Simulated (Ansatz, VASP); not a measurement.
## AlN: VASP beside Ansatz

```xyz
4
Lattice="0.0000 -1.9554 -1.9554 0.0000 1.9554 -1.9554 3.9108 0.0000 0.0000" Properties=species:S:1:pos:R:3 pbc="T T T"
Al    0.0000   -0.0874   -1.9554
Al    1.9554    0.0874    0.0000
N     1.9554    0.0358   -1.9554
N     0.0000    1.9196   -1.9554
```

Change from the starting cell: mode 4 frozen in at -0.090 Å, equal normal strain along x, y and z -0.0250.

Alike in both runs: task single point; functional LDA; k mesh 8 × 8 × 6; occupations gaussian, width 0.05 eV; no spin polarisation.

|  | VASP | Ansatz |
| --- | --- | --- |
| version | VASP 6.6.1 | Ansatz 0.2.0 |
| potentials or method | VASP PAW LDA potentials, release 64 (Al, N), cutoff 520 eV | scalar-relativistic, plane waves, PAW |
| valence electrons in the cell | 16 | 16 |

Ansatz gave:

| Quantity | Value |
| --- | --- |
| gap on the k mesh at the Fermi level (eV) | 4.94 |
| least direct gap on the mesh (eV) | 5.00 |
| pressure (GPa) | 25.3 |
| traceless stress, the component that is largest in VASP (GPa) | -1.51 |
| rms of the force components (eV/Å) | 0.502 |

Task: Estimate VASP's values.

Result: gap on the k mesh at the Fermi level (eV): 4.94; least direct gap on the mesh (eV): 4.99; pressure (GPa): 26.2; traceless stress, the component that is largest in VASP (GPa): -1.53; rms of the force components (eV/Å): 0.509.

LDA's correlation is that of Perdew and Zunger in VASP and of Perdew and Wang (1992) in Ansatz. Atom by atom the forces differ by 0.011 eV/Å (rms over components).
